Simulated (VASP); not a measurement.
Here is a VASP 6.6.1 calculation.

File INCAR:

```
ALGO = Normal ; EDIFF = 1E-6
ENCUT = 520 ; GGA = PE
ISIF = 2 ; ISMEAR = 0
LASPH = T ; LCHARG = T
LELF = T ; LREAL = F
LVHAR = T ; LWAVE = F
NBANDS = 20 ; NELM = 100
PREC = Accurate ; SIGMA = 0.1
```

File KPOINTS:

```
k-points
0
Gamma
  12 12 4
```

Contents of POSCAR:

```
Mg2Si3N
1.0
    3.2179470911      0.0000000000      0.0000000000
   -1.6089735456      2.7868239289      0.0000000000
    0.0000000000      0.0000000000     10.2085182739
Mg Si N
2 3 1
Direct
    0.6666666667      0.3333333333      0.8984804282
    0.3333333333      0.6666666667      0.1015195718
    0.3333333333      0.6666666667      0.6625515665
    0.0000000000      0.0000000000      0.5000000000
    0.6666666667      0.3333333333      0.3374484335
    0.0000000000      0.0000000000      0.0000000000
```

Potentials or basis: VASP PAW PBE potentials, release 64 (Mg, Si, N).

Launch:

```console
$ cat potpaw_PBE.64/Mg/POTCAR potpaw_PBE.64/Si/POTCAR potpaw_PBE.64/N/POTCAR > POTCAR
$ mpirun -np 1 vasp_std > vasp.out
```

Q: Predict the largest force.

A: 0.039 eV/Å.

Q: What does it give for the band gap on the k mesh?

A: Zero (an odd number of electrons rules out a gap without spin polarisation).

Forces on the atoms (eV/Å):
```
Mg   0.000  0.000  0.039
Mg   0.000  0.000 -0.039
Si   0.000  0.000  0.003
Si   0.000  0.000  0.000
Si   0.000  0.000 -0.003
N    0.000  0.000  0.000
```
